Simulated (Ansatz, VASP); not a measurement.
Na: VASP beside Ansatz

```
Na
1.0
     0.00000    3.88386    3.88386
     3.88386    0.00000    3.88386
     3.88386    3.88386    0.00000
Na
2
Direct
  0.12500 0.12500 0.12500
  0.87500 0.87500 0.87500
```

Alike in both runs: task single point; functional RPBE; k mesh 8 × 8 × 8; occupations fermi-dirac, width 0.1 eV; no spin polarisation.

```csv
,VASP,Ansatz
version,VASP 6.6.1,Ansatz 0.2.0
potentials or method,"VASP PAW PBE potentials, release 64 (Na_pv), cutoff 500 eV","plane waves (420 eV) with PAW, scalar-relativistic"
valence electrons in the cell,14,18
```

|  | VASP | Ansatz | Ansatz less VASP |
| --- | --- | --- | --- |
| pressure (GPa) | 0.0 | 0.0 | +0.02 |

VASP's potentials were made for PBE, not for RPBE. The functional is the same, so the differences come from potentials, cutoffs and numerics. VASP's potentials hold 14 valence electrons a cell and Ansatz's 18, so a difference there can come from the potentials and not from the codes.
